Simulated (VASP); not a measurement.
# Li2S (Fm-3m) in VASP: single point with PBE0

Aim: the single point of Li2S with PBE0.

All numbers are computed with VASP 6.6.1; they aren't measurements. Logs are shortened: lines on timing, memory, paths and dates and some standing lists are left out, and cuts for length are marked.

**1. The cell of the first run**

The structure is cubic, space group Fm-3m (No. 225). The conventional cell has a = 5.691 Å, b = 5.691 Å, c = 5.691 Å, α = 90.00°, β = 90.00°, γ = 90.00°. Li (site symmetry -43m) has 4 S at 2.46 Å and 6 Li at 2.85 Å within 3.3 Å. S (site symmetry m-3m) has 8 Li at 2.46 Å within 3.3 Å.

**2. Single point, PBE0**

POSCAR

```
Li2S
1.0
    0.0000000000      2.8452955568      2.8452955568
    2.8452955568      0.0000000000      2.8452955568
    2.8452955568      2.8452955568      0.0000000000
Li S
2 1
Direct
    0.7500000000      0.7500000000      0.7500000000
    0.2500000000      0.2500000000      0.2500000000
    0.0000000000      0.0000000000      0.0000000000
```

INCAR.step1

```
PREC     = Accurate       # precision mode
ENCUT    = 650            # plane-wave cutoff, eV
EDIFF    = 1E-5           # SCF threshold, eV
ISMEAR   = 0              # smearing method
SIGMA    = 0.01           # smearing width, eV
LREAL    = F              # projectors in reciprocal space
LASPH    = T              # aspherical terms in the spheres
NELM     = 120            # most SCF steps
ALGO     = Normal         # electronic algorithm
ISIF     = 2              # what is computed and relaxed
LWAVE    = T              # write WAVECAR
LCHARG   = F              # write CHGCAR
NBANDS   = 13             # bands
GGA      = PE             # functional
GGA_COMPAT= F
```

INCAR.step2

```
PREC     = Accurate       # precision mode
ENCUT    = 650            # plane-wave cutoff, eV
EDIFF    = 1E-6           # SCF threshold, eV
ISMEAR   = 0              # smearing method
SIGMA    = 0.01           # smearing width, eV
LREAL    = F              # projectors in reciprocal space
LASPH    = T              # aspherical terms in the spheres
NELM     = 120            # most SCF steps
ALGO     = Normal         # electronic algorithm
ISIF     = 2              # what is computed and relaxed
LWAVE    = F              # write WAVECAR
LCHARG   = F              # write CHGCAR
GGA      = PE             # functional
LHFCALC  = T              # exact exchange
AEXX     = 0.25           # exact-exchange fraction
PRECFOCK = Normal       
NBANDS   = 13             # bands
ISTART   = 1            
GGA_COMPAT= F
```

KPOINTS

```
Automatic mesh
0
Gamma
  6 6 6
```

Potentials or basis: VASP PAW PBE potentials, release 64 (Li_sv, S).

Launch:

```bash
cat potpaw_PBE.64/Li_sv/POTCAR potpaw_PBE.64/S/POTCAR > POTCAR
cp INCAR.step1 INCAR
mpirun -np 1 vasp_std > vasp.out
cp INCAR.step2 INCAR
mpirun -np 1 vasp_std > vasp.out
```

OUTCAR:

```text
PREC = Accurate
   ENCUT = 650
   EDIFF = 1E-6
   ISMEAR = 0
   LREAL = F
   LASPH = T
   NELM = 120
   ISIF = 2
   GGA = PE
   LHFCALC = T
   AEXX = 0.25
   PRECFOCK = Normal
   ISTART = 1

 ion  position               nearest neighbor table
   1  0.750  0.750  0.750-   3 2.46   3 2.46   3 2.46   3 2.46
   2  0.250  0.250  0.250-   3 2.46   3 2.46   3 2.46   3 2.46
   3  0.000  0.000  0.000-   1 2.46   1 2.46   1 2.46   1 2.46   2 2.46   2 2.46   2 2.46   2 2.46

  LATTYP: Found a face centered cubic cell.
 ALAT       =     5.6905911136

  Lattice vectors:

 A1 = (   0.0000000000,   2.8452955568,   2.8452955568)
 A2 = (   2.8452955568,   0.0000000000,   2.8452955568)
 A3 = (   2.8452955568,   2.8452955568,   0.0000000000)

Analysis of symmetry for initial positions (statically):
=====================================================================
 Subroutine PRICEL returns:
 Original cell was already a primitive cell.

 Routine SETGRP: Setting up the symmetry group for a
 face centered cubic supercell.

 Subroutine GETGRP returns: Found 48 space group operations
 (whereof 48 operations were pure point group operations)
 out of a pool of 48 trial point group operations.

The static configuration has the point symmetry O_h .

Analysis of symmetry for dynamics (positions and initial velocities):
=====================================================================
 Subroutine PRICEL returns:
 Original cell was already a primitive cell.

 Routine SETGRP: Setting up the symmetry group for a
 face centered cubic supercell.

 Subroutine GETGRP returns: Found 48 space group operations
 (whereof 48 operations were pure point group operations)
 out of a pool of 48 trial point group operations.

The dynamic configuration has the point symmetry O_h .

 Subroutine INISYM returns: Found 48 space group operations
 (whereof 48 operations are pure point group operations),
 and found     1 'primitive' translations

----------------------------------------------------------------------------------------

                                     Primitive cell

  volume of cell :      46.0694

  direct lattice vectors                    reciprocal lattice vectors
     0.000000000  2.845295557  2.845295557    -0.175728669  0.175728669  0.175728669
     2.845295557  0.000000000  2.845295557     0.175728669 -0.175728669  0.175728669
     2.845295557  2.845295557  0.000000000     0.175728669  0.175728669 -0.175728669

  length of vectors
     4.023855565  4.023855565  4.023855565     0.304370982  0.304370982  0.304370982

  position of ions in fractional coordinates (direct lattice)
     0.750000000  0.750000000  0.750000000
     0.250000000  0.250000000  0.250000000
     0.000000000  0.000000000  0.000000000

  ion indices of the primitive-cell ions
   primitive index   ion index
                 1           1
                 2           2
                 3           3

----------------------------------------------------------------------------------------

 KPOINTS: Automatic mesh

Automatic generation of k-mesh.
 Grid dimensions read from file:
 generate k-points for:    6    6    6

 Generating k-lattice:

  Cartesian coordinates                     Fractional coordinates (reciprocal lattice)
    -0.029288111  0.029288111  0.029288111     0.166666667  0.000000000  0.000000000
     0.029288111 -0.029288111  0.029288111     0.000000000  0.166666667  0.000000000
     0.029288111  0.029288111 -0.029288111     0.000000000  0.000000000  0.166666667

  Length of vectors
     0.050728497  0.050728497  0.050728497

  Shift w.r.t. Gamma in fractional coordinates (k-lattice)
     0.000000000  0.000000000  0.000000000

 Subroutine IBZKPT returns following result:
 ===========================================

 Found     16 irreducible k-points:

 Following reciprocal coordinates:
            Coordinates               Weight
  0.000000  0.000000  0.000000      1.000000
  0.166667  0.000000  0.000000      8.000000
  0.333333  0.000000  0.000000      8.000000
  0.500000  0.000000  0.000000      4.000000
  0.166667  0.166667  0.000000      6.000000
  0.333333  0.166667  0.000000     24.000000
[... 8 lines left out ...]
 -0.333333  0.333333  0.166667     24.000000
 -0.333333  0.500000  0.166667     12.000000
   k-points           NKPTS =     16   k-points in BZ     NKDIM =    216   number of bands    NBANDS=     13
   number of dos      NEDOS =    301   number of ions     NIONS =      3
   total plane-waves  NPLWV =  46656
   dimension x,y,z NGX =    36 NGY =   36 NGZ =   36
   dimension x,y,z NGXF=    72 NGYF=   72 NGZF=   72
   ions per type =               2   1
   NGX,Y,Z   is equivalent  to a cutoff of  14.87, 14.87, 14.87 a.u.
   NGXF,Y,Z  is equivalent  to a cutoff of  29.75, 29.75, 29.75 a.u.
 SYSTEM =  unknown system
   PREC   = accura    normal or accurate (medium, high low for compatibility)
   ISTART =      1    job   : 0-new  1-cont  2-samecut
   ICHARG =      0    charge: 1-file 2-atom 10-const
   ISPIN  =      1    spin polarized calculation?
   LNONCOLLINEAR =      F non collinear calculations
   LSORBIT =      F    spin-orbit coupling
   LASPH  =      T    aspherical Exc in radial PAW
   ENCUT  =  650.0 eV  47.77 Ry    6.91 a.u.   8.36  8.36  8.36*2*pi/ulx,y,z
   NELM   =    120;   NELMIN=  2; NELMDL=  0     # of ELM steps
   EDIFF  = 0.1E-05   stopping-criterion for ELM
   LREAL  =      F    real-space projection
   EDIFFG = 0.1E-04   stopping-criterion for IOM
   NSW    =      0    number of steps for IOM
   IBRION =     -1    ionic relax: 0-MD 1-quasi-New 2-CG
   NFREE  =      0    steps in history (QN), initial steepest desc. (CG)
   ISIF   =      2    stress and relaxation
   ISYM   =      3    0-nonsym 1-usesym 2-fastsym
   POTIM  = 0.5000    time-step for ionic-motion
   TEBEG  =    0.0;   TEEND  =   0.0 temperature during run
   PSTRESS=    0.0 pullay stress
   NELECT =      12.0000    total number of electrons
   NUPDOWN=      -1.0000    fix difference up-down
   EMIN   =  10.00;   EMAX   =-10.00  energy-range for DOS
   EFERMI =   0.00;   METHOD = LEGACY
   ISMEAR =     0;   SIGMA  =   0.01  broadening in eV -4-tet -1-fermi 0-gaus
   EFERMI_NEDOS =   21; number of points for ismear=-14 and -15
   IALGO  =     38    algorithm
   IMIX   =      1    mixing-type and parameters
     AMIX     =   0.40;   BMIX     =  1.00
     AMIX_MAG =   1.60;   BMIX_MAG =  1.00
  volume/ion in A,a.u.               =      15.36       103.63
  Fermi-wavevector in a.u.,A,eV,Ry     =   1.045517  1.975741 14.872614  1.093106
  Thomas-Fermi vector in A             =   2.180316
   LORBIT       =      0    0 simple, 1 ext, 2 COOP (PROOUT), +10 PAW based schemes
   GGA     = PE    functional components
   LHFCALC =     T    Hartree Fock is set to
   PRECFOCK=normal    Normal, Fast or Accurate (Low or Medium for compatibility)
   ENCUT4O =  -1.0   cutoff for four orbital integrals eV
   NKREDX  =     1    reduce k-point grid by
   NKREDY  =     1    reduce k-point grid by
   NKREDZ  =     1    reduce k-point grid by
   AEXX    =    0.2500 exact exchange contribution
   HFSCREEN=    0.0000 screening length (either q_TF or 0.3 A-1)
   HFSCREENC=   0.0000 screening length for correlation (either q_TF or 0.3 A-1)
   ENCUTFOCK=  -1.0 apply spherical cutoff to Coloumb kernel
   IVDW    =     0    specifies the selected vdW correction
   LEPSILON=     F    determine dielectric tensor
   LRPA    =     F    only Hartree local field effects (RPA)
 non-spin polarized calculation
 Gauss-broadening in eV      SIGMA  =   0.01
  energy-cutoff  :      650.00
  volume of cell :       46.07
 maximum number of plane-waves:      1759
 NGX is ok and might be reduce to    36
  NGX = 28; NGY = 28; NGZ = 28

 number of electron      11.9999998 magnetization

 Free energy of the ion-electron system (eV)
  ---------------------------------------------------
  ext. energy  EPLUGINS =         0.00000000
  ---------------------------------------------------
  free energy    TOTEN  =       -14.41585749 eV

  energy without entropy =      -14.41585749  energy(sigma->0) =      -14.41585749

 E-fermi :   0.4866     XC(G=0):  -6.7395

 val. band max:        0.3898093231   @ k =   0.0000   0.0000   0.0000
 cond. band min:       5.4205217228   @ k =   0.5000   0.5000   0.0000
 fundamental gap:      5.0307123997
 Fermi energy:         0.4865992763

 k-point     1 :       0.0000    0.0000    0.0000
  band No.  band energies     occupation
      1     -46.8021      2.00000
      2     -46.7579      2.00000
      3     -11.8524      2.00000
      4       0.3898      2.00000
      5       0.3898      2.00000
      6       0.3898      2.00000
      7       6.4352      0.00000
      8       8.5309      0.00000
      9       8.5309      0.00000
     10       8.5309      0.00000
     11      13.6839      0.00000
     12      13.6839      0.00000
     13      14.8899      0.00000

 k-point     2 :       0.1667    0.0000    0.0000
  band No.  band energies     occupation
      1     -46.7990      2.00000
      2     -46.7604      2.00000
      3     -11.7395      2.00000
      4      -0.6493      2.00000
      5       0.2302      2.00000
      6       0.2302      2.00000
      7       7.1406      0.00000
      8       8.9265      0.00000
      9       8.9265      0.00000
     10       9.1698      0.00000
     11      12.3685      0.00000
     12      12.3685      0.00000
     13      15.1475      0.00000

 k-point     3 :       0.3333    0.0000    0.0000
  band No.  band energies     occupation
      1     -46.7903      2.00000
      2     -46.7678      2.00000
      3     -11.4900      2.00000
      4      -2.1809      2.00000
      5      -0.0479      2.00000
      6      -0.0479      2.00000
      7       8.0160      0.00000
      8       9.0563      0.00000
      9       9.0563      0.00000
     10      10.3267      0.00000
     11      12.9169      0.00000
     12      12.9169      0.00000
     13      15.9347      0.00000
[... 177 lines left out ...]
 k-point    15 :      -0.3333    0.3333    0.1667
  band No.  band energies     occupation
      1     -46.7785      2.00000
      2     -46.7784      2.00000
      3     -11.2324      2.00000
      4      -2.2290      2.00000
      5      -1.3377      2.00000
      6      -0.8980      2.00000
      7       7.8037      0.00000
      8       9.2534      0.00000
      9      11.4470      0.00000
     10      11.9715      0.00000
     11      12.2735      0.00000
     12      14.3485      0.00000
     13      16.0425      0.00000

 k-point    16 :      -0.3333    0.5000    0.1667
  band No.  band energies     occupation
      1     -46.7822      2.00000
      2     -46.7746      2.00000
      3     -11.1942      2.00000
      4      -1.8621      2.00000
      5      -1.4411      2.00000
      6      -1.4252      2.00000
      7       6.7812      0.00000
      8      10.3120      0.00000
      9      10.7842      0.00000
     10      12.6096      0.00000
     11      14.1110      0.00000
     12      15.0808      0.00000
     13      15.3097      0.00000

------------------------ aborting loop because EDIFF is reached ----------------------------------------

  FORCE on cell =-STRESS in cart. coord.  units (eV):
  Direction    XX          YY          ZZ          XY          YZ          ZX
  --------------------------------------------------------------------------------------
  -------------------------------------------------------------------------------------
  Total       -0.1809001     -0.1809001     -0.1809001     -0.0000000     -0.0000000      0.0000000
  in kB       -6.2912556     -6.2912556     -6.2912556     -0.0000000     -0.0000000      0.0000000
  external PRESSURE =      -6.2912556 kB  Pullay stress =       0.0000000 kB

 VOLUME and BASIS-vectors are now :
 -----------------------------------------------------------------------------
  energy-cutoff  :      650.00
  volume of cell :       46.07
      direct lattice vectors                 reciprocal lattice vectors
     0.000000000  2.845295557  2.845295557    -0.175728669  0.175728669  0.175728669
     2.845295557  0.000000000  2.845295557     0.175728669 -0.175728669  0.175728669
     2.845295557  2.845295557  0.000000000     0.175728669  0.175728669 -0.175728669

 POSITION                                       TOTAL-FORCE (eV/Angst)
 -----------------------------------------------------------------------------------
      4.26794      4.26794      4.26794        -0.000000      0.000000     -0.000000
      1.42265      1.42265      1.42265         0.000000     -0.000000      0.000000
      0.00000      0.00000      0.00000         0.000000      0.000000     -0.000000
 -----------------------------------------------------------------------------------
    total drift:                               -0.000000     -0.000000     -0.000000

  FREE ENERGIE OF THE ION-ELECTRON SYSTEM (eV)
  ---------------------------------------------------
  free  energy   TOTEN  =       -14.4158574866 eV

  energy  without entropy=      -14.4158574866  energy(sigma->0) =      -14.41585749
```

Run time: 36 min. Hardware: 1 thread of Oxide Virtual Turin-like, shared host; peak memory 0.19 GiB.

Results:

* Free energy: -14.4159 eV
* Pressure: -0.6 GPa
* Band gap on the k mesh: 5.03 eV (least direct gap 6.05 eV)

Levels at points of the mesh, in eV from the valence-band top:
| k point | band 2 | band 3 | band 4 | band 5 | band 6 | band 7 | band 8 | band 9 | band 10 | band 11 |
| --- | --- | --- | --- | --- | --- | --- | --- | --- | --- | --- |
| (0.00, 0.00, 0.00) | -47.15 | -12.24 | 0.00 | 0.00 | 0.00 | 6.05 | 8.14 | 8.14 | 8.14 | 13.29 |
| (0.50, 0.00, 0.00) | -47.17 | -11.74 | -3.21 | -0.56 | -0.56 | 8.02 | 8.46 | 8.46 | 10.37 | 15.05 |
| (0.50, 0.50, 0.00) | -47.16 | -11.59 | -2.44 | -1.56 | -1.56 | 5.03 | 9.01 | 13.32 | 13.32 | 14.43 |

Caveat: the PAW data sets were made with another functional, which shifts forces and pressure a little.
